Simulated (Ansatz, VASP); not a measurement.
# One calculation of AlPd4, two programs

```xyz
5
Lattice="4.4833 0.0000 0.0000 0.0000 4.4833 0.0000 0.0000 0.0000 4.4833" Properties=species:S:1:pos:R:3 pbc="T T T"
Al    0.0000    0.0000    0.0000
Pd    3.1904    3.1904    3.1904
Pd    1.2930    1.2930    3.1904
Pd    1.2930    3.1904    1.2930
Pd    3.1904    1.2930    1.2930
```

Alike in both runs: functional PBE; k mesh 4 × 4 × 4; occupations gaussian, width 0.1 eV; no spin polarisation.

Ansatz relaxed the structure, and its values are those at the end. VASP's run is a single point on that final structure, the one shown.

|  | VASP | Ansatz |
| --- | --- | --- |
| version | VASP 6.6.1 | Ansatz 0.2.0 |
| potentials or method | VASP PAW PBE potentials, release 64 (Al, Pd), cutoff 520 eV | scalar-relativistic, plane waves, PAW |
| valence electrons in the cell | 43 | 75 |

```tsv
	VASP	Ansatz	Ansatz less VASP
gap on the k mesh at the Fermi level (eV)	none	none	-
pressure (GPa)	0.3	0.3	0.00
rms of the force components (eV/Å)	0.011	0.010	-0.0013
```

A gap of «none» marks a metal or a gap that the smearing closes. VASP's potentials hold 43 valence electrons a cell and Ansatz's 75, so a difference there can come from the potentials and not from the codes.
